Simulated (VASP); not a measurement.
ZnS, 4 atoms in the cell. It takes space group P6_3mc (No. 186, hexagonal). The conventional cell has a = 3.624 Å, b = 3.624 Å, c = 5.950 Å, α = 90.00°, β = 90.00°, γ = 120.00°. Within 2.9 Å of Zn (site symmetry 3m) lie 4 S at 2.22 to 2.23 Å. Within 2.9 Å of S (site symmetry 3m) lie 4 Zn at 2.22 to 2.23 Å.  This cell differs from its parent crystal: volume 16.915 Å^3 an atom, c/a of the conventional cell 1.6419.

| Quantity | Value |
| --- | --- |
| Program | VASP 6.6.1 |
| Task | single point |
| Functional | PBEsol |
| Potentials or basis | VASP PAW PBE potentials, release 64 (Zn, S) |
| Cutoff | 520 eV |
| k mesh | 9 × 9 × 6 |
| Occupations | gaussian, width 0.05 eV |
| Spin | no spin polarisation |
| Dipole correction | no |
| Further INCAR settings | ALGO = Normal; EDIFF = 1e-06; NBANDS = 26 |

Potentials or basis: VASP PAW PBE potentials, release 64 (Zn, S).

Run with:

```sh
$ cat potpaw_PBE.64/Zn/POTCAR potpaw_PBE.64/S/POTCAR > POTCAR
$ mpirun -np 1 vasp_std > vasp.out
```

Hardware: 1 thread of Intel Xeon 6975P-C, with other jobs on the host.

Q: Estimate the wall time of this run.

A: Run time: 70 s on 1 thread of Intel Xeon 6975P-C, with other jobs on the host, peak memory 0.22 GiB. Counts: scf iterations 14, k points 48.
